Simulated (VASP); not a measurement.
A run of VASP 6.6.1:

Contents of INCAR:

```
  ALGO = Fast
  EDIFF = 1E-6
  ENCUT = 520
  GGA = CA
  ISIF = 2
  ISMEAR = 0
  LASPH = True
  LCHARG = True
  LELF = True
  LREAL = False
  LVHAR = True
  LWAVE = False
  NBANDS = 13
  NELM = 80
  PREC = Accurate
  SIGMA = 0.15
```

KPOINTS

```
k-points
0
Gamma
  20 20 20
```

Contents of POSCAR:

```
Mo
1.0
   -1.2367687023      1.7034738730      1.7268091316
    1.2367687023     -1.7034738730      1.7268091316
    1.2367687023      1.7034738730     -1.7268091316
Mo
1
Direct
    0.0000000000      0.0000000000      0.0000000000
```

Potentials or basis: VASP PAW LDA potentials, release 64 (Mo_sv).

The run is started by

```bash
$ cat potpaw_LDA.64/Mo_sv/POTCAR > POTCAR
$ mpirun -np 1 vasp_std > vasp.out
```

Hardware: 1 thread of AMD EPYC 9R45 96-Core Processor (Zen 5), on a shared host.

Task: Estimate the wall time of this run.

Result: It took 72 s on 1 thread of AMD EPYC 9R45 96-Core Processor (Zen 5), with other jobs on the host, peak memory 0.26 GiB. Counts: scf iterations 12, k points 1166.
